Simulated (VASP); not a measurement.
A run of VASP 6.6.1:

File INCAR:

```
ALGO = Fast ; EDIFF = 1E-6
ENCUT = 520 ; GGA = PS
ISIF = 2 ; ISMEAR = 0
LASPH = T ; LCHARG = F
LREAL = F ; LWAVE = F
NBANDS = 24 ; NELM = 60
PREC = Accurate ; SIGMA = 0.1
```

Contents of KPOINTS:

```
k-points
0
Gamma
  12 12 8
```

Contents of POSCAR:

```
Al3Cu2
1.0
    4.2329022974      0.0000000000      0.0000000000
   -2.1164511487      3.6658009213      0.0000000000
    0.0000000000      0.0000000000      5.1380311200
Al Cu
3 2
Direct
    0.0000000000      0.0000000000      0.0000000000
    0.3333333333      0.6666666667      0.3502347137
    0.6666666667      0.3333333333      0.6497652863
    0.3333333333      0.6666666667      0.8415729061
    0.6666666667      0.3333333333      0.1584270939
```

Potentials or basis: VASP PAW PBE potentials, release 64 (Al, Cu).

The run is started by

```sh
$ cat potpaw_PBE.64/Al/POTCAR potpaw_PBE.64/Cu/POTCAR > POTCAR
$ mpirun -np 1 vasp_std > vasp.out
```

Hardware: 1 thread of Intel Xeon 8259CL, with other jobs on the host.

Task: Estimate the wall time of this run.

Result: Run time: 6.3 min on 1 thread of Intel Xeon 8259CL, on a shared host, peak memory 0.35 GiB. Counts: scf iterations 18, k points 131.
